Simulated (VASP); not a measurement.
Runs of VASP 6.6.1 on Tl. The structure is that of space group P6_3/mmc (No. 194), or close to it. The cells are those of the table. 

```csv
cell,gap on the mesh (eV),pressure (GPa)
"a = 3.549, b = 3.549, c = 5.782 Å, angles 90.0, 90.0, 120.0°, 2 atoms",none,(a)
"a = 3.292, b = 3.292, c = 5.405 Å, angles 90.0, 90.0, 120.0°, 2 atoms",none,9.9
"a = 3.386, b = 3.386, c = 5.544 Å, angles 90.0, 90.0, 120.0°, 2 atoms",none,4.9
"a = 3.176, b = 3.176, c = 5.220 Å, angles 90.0, 90.0, 120.0°, 2 atoms",none,19.9
```

Alike in all rows: task single point; level PBE; potentials or basis VASP PAW PBE potentials, release 64 (Tl_d); no spin polarisation; k mesh 7 × 7 × 4; cutoff (eV) 520; smearing fermi-dirac 0.1 eV.

Fill in the values left out.

(a) -0.1.

Caveats: spin-orbit coupling is left out, which moves the levels of the heavy elements; the cell stands under pressure (at least some runs).

A k mesh can miss the band edges, and the runs leave out spin-orbit coupling on Tl.

A gap of «none» marks levels without a gap at the run's occupations.
